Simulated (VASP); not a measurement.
Al3B2As: single point with PBE

The system is Al3B2As.

```xyz
6
Lattice="-1.9184 1.9184 6.3467 1.9184 -1.9184 6.3467 1.9184 1.9184 -6.3467" Properties=species:S:1:pos:R:3 pbc="T T T"
Al    0.0000    1.9184    3.1734
Al    0.0000    0.0000    6.3467
Al    1.9184    0.0000    3.1734
B     0.0000    0.0000    8.4635
B     0.0000    0.0000    4.2300
As    0.0000    0.0000    0.0000
```

```
Program             : VASP 6.6.1
Task                : single point
Functional          : PBE
Potentials or basis : VASP PAW PBE potentials, release 64 (Al, B, As)
Cutoff              : 520 eV
k mesh              : 14 × 14 × 14
Occupations         : gaussian, width 0.1 eV
Spin                : no spin polarisation
```

```yaml
Pressure: 0.0 GPa
Largest_force: 0.006 eV/Å
Band_gap_on_the_k_mesh: zero (band 10 reaches 6.92 eV, above the bottom of band 11 at 4.18 eV)
```

Forces in eV/Å, atoms in the order of the input:
```
Al   0.000  0.000  0.000
Al   0.000  0.000  0.000
Al   0.000  0.000  0.000
B    0.000  0.000  0.006
B    0.000  0.000 -0.006
As   0.000  0.000  0.000
```

Levels at points of the mesh, in eV from the Fermi level:
| k point | band 7 | band 8 | band 9 | band 10 | band 11 | band 12 | band 13 | band 14 |
| --- | --- | --- | --- | --- | --- | --- | --- | --- |
| (0.00, 0.00, 0.00) | -2.14 | -1.64 | -1.64 | 1.53 | 1.63 | 1.63 | 2.20 | 3.23 |
| (0.50, 0.00, 0.00) | -0.96 | -0.85 | -0.61 | -0.09 | -0.01 | 1.12 | 3.56 | 3.66 |
| (0.50, 0.50, 0.00) | -3.93 | -3.16 | -2.36 | -1.64 | -0.40 | 0.04 | 2.51 | 4.90 |
| (0.50, 0.50, 0.50) | -1.45 | -0.56 | -0.56 | 0.55 | 0.57 | 0.64 | 0.64 | 1.74 |

Run time: 12 min on 1 thread of Intel(R) Xeon(R) 6975P-C (Granite Rapids), with other jobs on the host, peak memory 0.7 GiB.
